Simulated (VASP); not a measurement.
**GaAs: relaxation of cell and atoms with PBE**

The system is GaAs.

```xyz
2
Lattice="2.9330 0.0000 0.0000 -1.4665 2.5400 0.0000 0.0000 0.0000 5.2502" Properties=species:S:1:pos:R:3 pbc="T T T"
Ga    0.0000    0.0000    2.6251
As    0.0000    0.0000    0.0000
```

The cell was generated, and may not be a known phase.

```json
{
  "Program": "VASP 6.6.1",
  "Task": "relaxation of cell and atoms",
  "Functional": "PBE",
  "Potentials or basis": "VASP PAW PBE potentials, release 64 (Ga_d, As)",
  "Cutoff": "600 eV",
  "k mesh": "24 × 24 × 10",
  "Occupations": "gaussian, width 0.1 eV",
  "Spin": "no spin polarisation",
  "Dipole correction": "no",
  "Further INCAR settings": "ALGO = Normal; EDIFF = 1e-06; IBRION = 2; EDIFFG = -0.01; NSW = 100; ISIF = 3"
}
```

```yaml
Relaxed_volume: 19.21 Å³/atom
Relaxed_cell: a = 2.860 Å, b = 2.860 Å, c = 5.423 Å, α = 90.00°, β = 90.00°, γ = 120.00°
Space_group_after_relaxing_to_0.1_Å: P6/mmm (No. 191)
Energy_gained_by_relaxing: 23.0 meV/atom
Ionic_steps: 6
Pressure_after_relaxing: 0.0 GPa
Band_gap_on_the_k_mesh: zero (bands 9 and 10 overlap by 8.12 eV)
```

The path:
```tsv
step	energy change (eV)	largest force (eV/Å)	pressure (GPa)	volume (Å³)
1	0.0000	0.0000	-0.98	39.11
2	-0.0454	0.0000	-0.07	38.41
3	-0.0460	0.0000	0.16	38.33
4	-0.0460	0.0000	0.26	38.32
5	-0.0460	0.0000	-0.11	38.48
6	-0.0460	0.0000	0.03	38.41
```

Final structure:
```cif
data_structure
_symmetry_space_group_name_H-M 'P 1'
_symmetry_Int_Tables_number 1
_cell_length_a 2.8599
_cell_length_b 2.8599
_cell_length_c 5.4227
_cell_angle_alpha 90.000
_cell_angle_beta 90.000
_cell_angle_gamma 120.000
_cell_volume 38.41
loop_
_atom_site_label
_atom_site_type_symbol
_atom_site_fract_x
_atom_site_fract_y
_atom_site_fract_z
_atom_site_occupancy
Ga1 Ga 0.00000 0.00000 0.50000 1
As1 As 0.00000 0.00000 0.00000 1
```

Levels at points of the mesh, in eV from the Fermi level:
```
           k point  band 7  band 8  band 9  band 10  band 11  band 12
(0.00, 0.00, 0.00)   -8.10   -5.74    6.45     6.45     6.54    10.22
(0.50, 0.00, 0.00)   -5.91   -2.27   -1.88    -1.58     2.94     3.79
(0.00, 0.00, 0.50)   -9.79   -1.14    0.18     6.57     6.57    12.55
(0.50, 0.00, 0.50)   -5.57   -4.44   -2.68     3.06     3.11     4.84
```

Wall time 11 min on 1 thread of Intel Xeon 8259CL, with other jobs on the host, peak memory 0.39 GiB.
